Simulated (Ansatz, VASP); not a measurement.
# La3O2: VASP beside Ansatz

```
La O
1.0
     4.87668    0.00000    0.00000
     0.00000    4.87668    0.00000
     0.00000    0.00000    4.87668
La O
3 2
Direct
  0.00000 0.50000 0.50000
  0.50000 0.00000 0.50000
  0.50000 0.50000 0.00000
  0.50000 0.50000 0.50000
  0.00000 0.00000 0.00000
```

Alike in both runs: task relaxation of cell and atoms; functional PBE; k mesh 4 × 4 × 4; occupations gaussian, width 0.1 eV; no spin polarisation.

```csv
,VASP,Ansatz
version,VASP 6.6.1,Ansatz 0.2.0
potentials or method,"VASP PAW PBE potentials, release 64 (La, O), cutoff 600 eV","scalar-relativistic, plane waves, PAW"
valence electrons in the cell,45,45
```

VASP gave:

| Property | Result |
| --- | --- |
| gap on the k mesh at the Fermi level, each at its own relaxed structure (eV) | none |
| relaxed volume (Å³/atom) | 22.75 |
| relaxed cell length with the largest relative difference (Å) | 4.845 |

Problem. Which values does Ansatz return?

Solution. gap on the k mesh at the Fermi level, each at its own relaxed structure (eV): none; relaxed volume (Å³/atom): 22.92; relaxed cell length with the largest relative difference (Å): 4.857.

A gap of «none» marks a metal or a gap that the smearing closes.

Spin-orbit coupling is off throughout.
